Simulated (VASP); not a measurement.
Write the native input for VASP 6.6.1 that does the following.

```yaml
Task: single point
Functional: PBE
Potentials_or_basis: VASP PAW PBE potentials, release 64 (Ga_d, Sb, As)
Cutoff: 520 eV
k_mesh: 4 × 4 × 4
Occupations: gaussian, width 0.1 eV
Spin: no spin polarisation
Dipole_correction: no
Further_INCAR_settings: ALGO = Normal; EDIFF = 1e-06; NBANDS = 46
```

The structure of Ga4Sb3As lies in POSCAR:

```
Ga4Sb3As
1.0
    5.7322454400      0.0000000000      0.0000000000
    0.0000000000      5.7322454400      0.0000000000
    0.0000000000      0.0000000000      5.7322454400
Ga Sb As
4 3 1
Direct
    0.2500000000      0.7500000000      0.2500000000
    0.2500000000      0.2500000000      0.7500000000
    0.7500000000      0.7500000000      0.7500000000
    0.7500000000      0.2500000000      0.2500000000
    0.5000000000      0.0000000000      0.0000000000
    0.0000000000      0.0000000000      0.5000000000
    0.0000000000      0.5000000000      0.0000000000
    0.5000000000      0.5000000000      0.5000000000
```

The input as run:

INCAR

```
SYSTEM = Ga4Sb3As
  PREC = Accurate
  ENCUT = 520
  EDIFF = 1E-6
  ISMEAR = 0
  SIGMA = 0.1
  LREAL = .False.
  LASPH = .True.
  NELM = 60
  ALGO = Normal
  ISIF = 2
  LWAVE = .False.
  LCHARG = .True.
  GGA = PE
  LELF = .True.
  LVHAR = .True.
  NBANDS = 46
```

KPOINTS

```
regular mesh
0
Gamma
  4 4 4
  0 0 0
```

Potentials or basis: VASP PAW PBE potentials, release 64 (Ga_d, Sb, As).

Command:

```bash
$ cat potpaw_PBE.64/Ga_d/POTCAR potpaw_PBE.64/Sb/POTCAR potpaw_PBE.64/As/POTCAR > POTCAR
$ mpirun -np 1 vasp_std > vasp.out
```

It gave:

```json
{
  "Pressure": "14.7 GPa",
  "Band gap on the k mesh": "0.12 eV (least direct gap 0.44 eV)"
}
```

Caveat: the cell stands under pressure; spin-orbit coupling is left out, which moves the levels of the heavy elements.

Run time: 110 s on 1 thread of AMD EPYC 7R13 Processor (Zen 3) (shared host), peak memory 0.34 GiB.
